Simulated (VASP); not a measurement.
Write the native input for VASP 6.6.1 that does the following.

```yaml
Task: single point
Functional: PBE
Potentials_or_basis: VASP PAW PBE potentials, release 64 (W_sv, C, H)
Cutoff: 520 eV
k_mesh: 3 × 3 × 1
Occupations: gaussian, width 0.05 eV
Spin: no spin polarisation
Dipole_correction: no
Further_INCAR_settings: LREAL = Auto; ALGO = Normal; EDIFF = 1e-06; NBANDS = 132
```

The structure of H3W12C13 lies in POSCAR:

```
H3W12C13
1.0
    5.8108000000      0.0000000000      0.0000000000
   -2.9054000000      5.0323000000      0.0000000000
    0.0000000000      0.0000000000     19.1003750000
W C H
12 13 3
Direct
    0.0000000000      0.0000000000      0.0523549930
   -0.0042974357      0.0075130656      0.2017383952
   -0.0091985184      0.0239441210      0.3528140678
    0.0000000000      0.5000000000      0.0523549930
   -0.0048984944      0.5068255072      0.2013420679
   -0.0129494384      0.5175398923      0.3523828721
    0.5000000000      0.0000000000      0.0523549930
    0.4947858626      0.0070653578      0.2019807465
    0.4900348464      0.0228734376      0.3543641421
    0.5000000000      0.5000000000      0.0523549930
    0.4955475511      0.5073248813      0.2007905080
    0.4938039085      0.5239274288      0.3497912476
    0.3333333665      0.1666667329      0.1267030098
    0.3256280699      0.1792719035      0.2741670255
    0.3211629510      0.2087043698      0.4220704567
    0.3333333665      0.6666667329      0.1267030098
    0.3256532845      0.6795481192      0.2732633260
    0.3213697673      0.6874693480      0.4122267757
    0.8333333665      0.1666667329      0.1267030098
    0.8213633271      0.1767360849      0.2748730326
    0.8190657961      0.1876160006      0.4194017133
    0.8333333665      0.6666667329      0.1267030098
    0.8243004364      0.6785754029      0.2721270132
    0.8380690957      0.6998289053      0.4092608653
    0.3977149297      0.4309079347      0.4656514859
    0.8154182139      0.1938835125      0.4763651499
    0.5656111116      0.5422403275      0.5008439887
    0.2440077380      0.5027955408      0.4777327147
```

The input as run:

INCAR

```
SYSTEM = H3W12C13
ALGO = Normal ; EDIFF = 1E-6
ENCUT = 520 ; GGA = PE
ISIF = 2 ; ISMEAR = 0
LASPH = .True. ; LCHARG = .False.
LREAL = Auto ; LWAVE = .False.
NBANDS = 132 ; NELM = 60
PREC = Accurate ; SIGMA = 0.05
```

KPOINTS

```
k-points
0
Gamma
  3 3 1
  0 0 0
```

Potentials or basis: VASP PAW PBE potentials, release 64 (W_sv, C, H).

Command:

```sh
$ cat potpaw_PBE.64/W_sv/POTCAR potpaw_PBE.64/C/POTCAR potpaw_PBE.64/H/POTCAR > POTCAR
$ mpirun -np 1 vasp_std > vasp.out
```

Results of the run:

| Property | Result |
| --- | --- |
| Largest force | 1.161 eV/Å |
| Band gap on the k mesh | zero (an odd number of electrons rules out a gap without spin polarisation) |

Caveat: the k points lie up to 0.42 Å⁻¹ apart, too coarse for converged energies and pressures of a metal; spin-orbit coupling is left out, which moves the levels of the heavy elements.

Run time: 20 min on 1 thread of Intel(R) Xeon(R) Platinum 8559C (Emerald Rapids) (shared host), peak memory 0.78 GiB.
